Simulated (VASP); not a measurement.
# Al in VASP: further runs

The runs below take Al through single point, with PBE+D3(BJ).

Everything below comes from runs of VASP 6.6.1. Logs are shortened: lines on timing, memory, paths and dates and some standing lists are left out, and cuts for length are marked.

### Step 1. The cell of the first run

The typed cell holds 8 atoms: a = 2.814 Å, b = 2.814 Å, c = 18.484 Å, α = 89.27°, β = 89.64°, γ = 60.00°.

### Step 2. Single point, PBE+D3(BJ)

Contents of INCAR:

```
SYSTEM = Al
PREC = Accurate ; ENCUT = 520
EDIFF = 1E-7 ; ISMEAR = 0
SIGMA = 0.15 ; LREAL = .FALSE.
LASPH = .TRUE. ; NELM = 100
ALGO = Fast ; ISIF = 2
LWAVE = .FALSE. ; LCHARG = .FALSE.
GGA = PE ; IVDW = 12
NBANDS = 22
```

Contents of KPOINTS:

```
Automatic mesh
0
G
  16 16 2
  0 0 0
```

Contents of POSCAR:

```
Al
1.0
   -2.8144222649      0.0000000000      0.0000000000
   -1.4072111325     -2.4373611784      0.0000000000
   -0.1172675944     -0.2031134315     18.4820941423
Al
8
Direct
    1.0000000000      0.9947916667      0.0625000000
    1.0000000000      0.9531250000      0.5625000000
    0.3333333333      0.2760416667      0.6875000000
    0.3333333333      0.3177083333      0.1875000000
    0.0000000000     -0.0677083333      0.8125000000
    0.0000000000     -0.0260416667      0.3125000000
    0.6666666667      0.5885416667      0.9375000000
    0.6666666667      0.6302083333      0.4375000000
```

Potentials or basis: VASP PAW PBE potentials, release 64 (Al).

Started as:

```sh
$ cat potpaw_PBE.64/Al/POTCAR > POTCAR
$ mpirun -np 1 vasp_std > vasp.out
```

OUTCAR:

```text
SYSTEM = Al
   PREC = Accurate
   ENCUT = 520
   EDIFF = 1E-7
   ISMEAR = 0
   LREAL = .FALSE.
   LASPH = .TRUE.
   NELM = 100
   ISIF = 2
   GGA = PE
   IVDW = 12
 IVDW          = 12

 ion  position               nearest neighbor table
   1  0.000  0.995  0.062-   7 2.72   4 2.82   4 2.82   4 2.82   7 2.83   7 2.95
   2  0.000  0.953  0.562-   8 2.82   3 2.82   8 2.82   3 2.82   8 2.82   3 2.82
   3  0.333  0.276  0.688-   5 2.82   2 2.82   5 2.82   2 2.82   2 2.82   5 2.82
   4  0.333  0.318  0.188-   1 2.82   6 2.82   6 2.82   1 2.82   6 2.82   1 2.82
   5  0.000  0.932  0.812-   3 2.82   7 2.82   7 2.82   3 2.82   7 2.82   3 2.82
   6  0.000  0.974  0.312-   4 2.82   8 2.82   8 2.82   4 2.82   8 2.82   4 2.82
   7  0.667  0.589  0.938-   1 2.72   5 2.82   5 2.82   5 2.82   1 2.83   1 2.95
   8  0.667  0.630  0.438-   6 2.82   2 2.82   6 2.82   2 2.82   2 2.82   6 2.82

  LATTYP: Found a base centered monoclinic cell.
 ALAT       =     2.8144222649
 B/A-ratio  =     1.7320508075
 C/A-ratio  =     6.5674516657
 COS(beta)  =    -0.0126888385

  Lattice vectors:

 A1 = (   2.8144222649,   0.0000000000,   0.0000000000)
 A2 = (  -1.4072111324,   2.4373611784,   0.0000000000)
 A3 = (  -0.1172675944,  -0.2031134315,  18.4820941423)

Analysis of symmetry for initial positions (statically):
=====================================================================
 Subroutine PRICEL returns:
 Original cell was already a primitive cell.

 Routine SETGRP: Setting up the symmetry group for a
 base centered monoclinic supercell.

 Subroutine GETGRP returns: Found  1 space group operations
 (whereof  1 operations were pure point group operations)
 out of a pool of  4 trial point group operations.

The static configuration has the point symmetry C_1 .

Analysis of symmetry for dynamics (positions and initial velocities):
=====================================================================
 Subroutine PRICEL returns:
 Original cell was already a primitive cell.

 Routine SETGRP: Setting up the symmetry group for a
 base centered monoclinic supercell.

 Subroutine GETGRP returns: Found  1 space group operations
 (whereof  1 operations were pure point group operations)
 out of a pool of  4 trial point group operations.

The dynamic configuration has the point symmetry C_1 .

 Subroutine INISYM returns: Found  1 space group operations
 (whereof  1 operations are pure point group operations),
 and found     1 'primitive' translations

----------------------------------------------------------------------------------------

                                     Primitive cell

  volume of cell :     126.7828

  direct lattice vectors                    reciprocal lattice vectors
    -2.814422265  0.000000000  0.000000000    -0.355312709  0.205139888 -0.000000000
    -1.407211133 -2.437361178  0.000000000     0.000000000 -0.410279777 -0.004508869
    -0.117267594 -0.203113431 18.482094142     0.000000000  0.000000000  0.054106423

  length of vectors
     2.814422265  2.814422265 18.483582192     0.410279777  0.410304552  0.054106423

  position of ions in fractional coordinates (direct lattice)
     0.000000000  0.994791667  0.062500000
     0.000000000  0.953125000  0.562500000
     0.333333333  0.276041667  0.687500000
     0.333333333  0.317708333  0.187500000
     0.000000000  0.932291667  0.812500000
     0.000000000  0.973958333  0.312500000
     0.666666667  0.588541667  0.937500000
     0.666666667  0.630208333  0.437500000

  ion indices of the primitive-cell ions
   primitive index   ion index
                 1           1
                 2           2
                 3           3
                 4           4
                 5           5
                 6           6
                 7           7
                 8           8

----------------------------------------------------------------------------------------

 KPOINTS: Automatic mesh

Automatic generation of k-mesh.
 Grid dimensions read from file:
 generate k-points for:   16   16    2

 Generating k-lattice:

  Cartesian coordinates                     Fractional coordinates (reciprocal lattice)
    -0.022207044  0.012821243 -0.000000000     0.062500000  0.000000000  0.000000000
     0.000000000 -0.025642486 -0.000281804     0.000000000  0.062500000 -0.000000000
     0.000000000  0.000000000  0.027053211     0.000000000  0.000000000  0.500000000

  Length of vectors
     0.025642486  0.025644034  0.027053211

  Shift w.r.t. Gamma in fractional coordinates (k-lattice)
     0.000000000  0.000000000  0.000000000

 Subroutine IBZKPT returns following result:
 ===========================================

 Found    260 irreducible k-points:

 Following reciprocal coordinates:
            Coordinates               Weight
  0.000000  0.000000  0.000000      1.000000
  0.062500  0.000000  0.000000      2.000000
  0.125000  0.000000  0.000000      2.000000
  0.187500  0.000000 -0.000000      2.000000
  0.250000  0.000000  0.000000      2.000000
  0.312500  0.000000  0.000000      2.000000
[... 16 lines left out ...]
  0.375000 -0.062500 -0.000000      2.000000
  0.500000  0.062500  0.000000      2.000000
 [... further k-points ...]
   k-points           NKPTS =    260   k-points in BZ     NKDIM =    260   number of bands    NBANDS=     22
   number of dos      NEDOS =    301   number of ions     NIONS =      8
   total plane-waves  NPLWV =  80640
   dimension x,y,z NGX =    24 NGY =   24 NGZ =  140
   dimension x,y,z NGXF=    48 NGYF=   48 NGZF=  280
   ions per type =               8
   NGX,Y,Z   is equivalent  to a cutoff of  14.18, 14.18, 12.59 a.u.
   NGXF,Y,Z  is equivalent  to a cutoff of  28.35, 28.35, 25.18 a.u.
 SYSTEM =  Al
   PREC   = accura    normal or accurate (medium, high low for compatibility)
   ISTART =      0    job   : 0-new  1-cont  2-samecut
   ICHARG =      2    charge: 1-file 2-atom 10-const
   ISPIN  =      1    spin polarized calculation?
   LNONCOLLINEAR =      F non collinear calculations
   LSORBIT =      F    spin-orbit coupling
   LASPH  =      T    aspherical Exc in radial PAW
   ENCUT  =  520.0 eV  38.22 Ry    6.18 a.u.   5.23  5.23 34.37*2*pi/ulx,y,z
   NELM   =    100;   NELMIN=  2; NELMDL= -5     # of ELM steps
   EDIFF  = 0.1E-06   stopping-criterion for ELM
   LREAL  =      F    real-space projection
   EDIFFG = 0.1E-05   stopping-criterion for IOM
   NSW    =      0    number of steps for IOM
   IBRION =     -1    ionic relax: 0-MD 1-quasi-New 2-CG
   NFREE  =      0    steps in history (QN), initial steepest desc. (CG)
   ISIF   =      2    stress and relaxation
   ISYM   =      2    0-nonsym 1-usesym 2-fastsym
   POTIM  = 0.5000    time-step for ionic-motion
   TEBEG  =    0.0;   TEEND  =   0.0 temperature during run
   PSTRESS=    0.0 pullay stress
   NELECT =      24.0000    total number of electrons
   NUPDOWN=      -1.0000    fix difference up-down
   EMIN   =  10.00;   EMAX   =-10.00  energy-range for DOS
   EFERMI =   0.00;   METHOD = LEGACY
   ISMEAR =     0;   SIGMA  =   0.15  broadening in eV -4-tet -1-fermi 0-gaus
   EFERMI_NEDOS =   21; number of points for ismear=-14 and -15
   IALGO  =     68    algorithm
   IMIX   =      4    mixing-type and parameters
     AMIX     =   0.40;   BMIX     =  1.00
     AMIX_MAG =   1.60;   BMIX_MAG =  1.00
  volume/ion in A,a.u.               =      15.85       106.95
  Fermi-wavevector in a.u.,A,eV,Ry     =   0.939994  1.776331 12.021957  0.883589
  Thomas-Fermi vector in A             =   2.067362
   LORBIT       =      0    0 simple, 1 ext, 2 COOP (PROOUT), +10 PAW based schemes
   GGA     = PE    functional components
   LHFCALC =     F    Hartree Fock is set to
   AEXX    =    0.0000 exact exchange contribution
   IVDW    =    12    specifies the selected vdW correction
   LEPSILON=     F    determine dielectric tensor
   LRPA    =     F    only Hartree local field effects (RPA)
 non-spin polarized calculation
 RMM-DIIS sequential band-by-band and
 Gauss-broadening in eV      SIGMA  =   0.15
  energy-cutoff  :      520.00
  volume of cell :      126.78
 maximum number of plane-waves:      3442
 NGX is ok and might be reduce to    24
   NGX = 11   NGY = 11   NGZ = 69

 number of electron      24.0000000 magnetization

 Free energy of the ion-electron system (eV)
  ---------------------------------------------------
  ext. energy  EPLUGINS =         0.00000000
  ---------------------------------------------------
  free energy    TOTEN  =       -29.80911565 eV

  energy without entropy =      -29.77680303  energy(sigma->0) =      -29.79295934

 E-fermi :   8.4225     XC(G=0): -10.3441

 val. band max:        8.4180370165   @ k =  -0.3750   0.3125   0.5000
 cond. band min:       8.4238765528   @ k =   0.1250   0.2500   0.0000
 fundamental gap:      0.0058395362
 Fermi energy:         8.4225259853

 k-point     1 :       0.0000    0.0000    0.0000
  band No.  band energies     occupation
      1      -2.9903      2.00000
      2      -2.5584      2.00000
      3      -2.5569      2.00000
      4      -1.2695      2.00000
      5      -1.2660      2.00000
      6       0.8556      2.00000
[... 14 lines left out ...]
     21      19.8429      0.00000
     22      19.9457      0.00000

 k-point     2 :       0.0625    0.0000    0.0000
  band No.  band energies     occupation
      1      -2.8930      2.00000
      2      -2.4614      2.00000
      3      -2.4599      2.00000
      4      -1.1734      2.00000
      5      -1.1699      2.00000
      6       0.9501      2.00000
[... 14 lines left out ...]
     21      18.7067      0.00000
     22      18.9291      0.00000
[... 523 lines left out ...]
     21      13.2103      0.00000
     22      13.3455      0.00000

 k-point    24 :       0.5000    0.0625    0.0000
  band No.  band energies     occupation
      1       2.4415      2.00000
      2       2.8483      2.00000
      3       2.8570      2.00000
      4       3.9125      2.00000
      5       4.0377      2.00000
      6       4.0611      2.00000
[... 14 lines left out ...]
     21      12.9419      0.00000
     22      13.1553      0.00000

 [... further k-points ...]

------------------------ aborting loop because EDIFF is reached ----------------------------------------

 Edisp (eV)   -2.80566

 E8    (eV) :    -1.2553

  FORCE on cell =-STRESS in cart. coord.  units (eV):
  Direction    XX          YY          ZZ          XY          YZ          ZX
  --------------------------------------------------------------------------------------
  -------------------------------------------------------------------------------------
  Total      -0.14462    -0.06337     0.40837    -0.05825     0.24075     0.05367
  in kB      -1.82756    -0.80082     5.16059    -0.73609     3.04234     0.67818
  external pressure =        0.84 kB  Pullay stress =        0.00 kB

 VOLUME and BASIS-vectors are now :
 -----------------------------------------------------------------------------
  energy-cutoff  :      520.00
  volume of cell :      126.78
      direct lattice vectors                 reciprocal lattice vectors
    -2.814422265  0.000000000  0.000000000    -0.355312709  0.205139888 -0.000000000
    -1.407211133 -2.437361178  0.000000000     0.000000000 -0.410279777 -0.004508869
    -0.117267594 -0.203113431 18.482094142     0.000000000  0.000000000  0.054106423

 POSITION                                       TOTAL-FORCE (eV/Angst)
 -----------------------------------------------------------------------------------
     -1.40721     -2.43736      1.15513         0.024644      0.113953      0.057391
     -1.40721     -2.43736     10.39618         0.001536      0.002704     -0.001505
     -1.40721     -0.81245     12.70644        -0.001465     -0.000159     -0.001049
     -1.40721     -0.81245      3.46539         0.008382      0.010352      0.001191
     -1.40721     -2.43736     15.01670         0.010585      0.015667      0.004666
     -1.40721     -2.43736      5.77565        -0.000673      0.001666      0.000601
     -2.81442     -1.62491     17.32696        -0.041470     -0.141468     -0.061837
     -2.81442     -1.62491      8.08592        -0.001539     -0.002716      0.000542
 -----------------------------------------------------------------------------------
    total drift:                               -0.000000     -0.000001      0.000001

  FREE ENERGIE OF THE ION-ELECTRON SYSTEM (eV)
  ---------------------------------------------------
  free  energy   TOTEN  =       -32.6147756556 eV

  energy  without entropy=      -32.5824630370  energy(sigma->0) =      -32.59861935
```

Wall time 7.4 min (1 thread of Intel Xeon 6975P-C (Granite Rapids), shared host); peak memory 0.61 GiB.

What came out:

```
Free energy                : -32.6148 eV
Pressure                   : 0.1 GPa
Largest force              : 0.160 eV/Å
Band gap on the k mesh     : zero (bands 12 and 13 overlap by 5.30 eV)
Dispersion energy per atom : -0.351 eV
```

Forces in eV/Å, atoms in the order of the input:
```
Al   0.025  0.114  0.057
Al   0.002  0.003 -0.002
Al  -0.001  0.000 -0.001
Al   0.008  0.010  0.001
Al   0.011  0.016  0.005
Al  -0.001  0.002  0.001
Al  -0.041 -0.141 -0.062
Al  -0.002 -0.003  0.001
```

(Continued in part 2 of 2.)
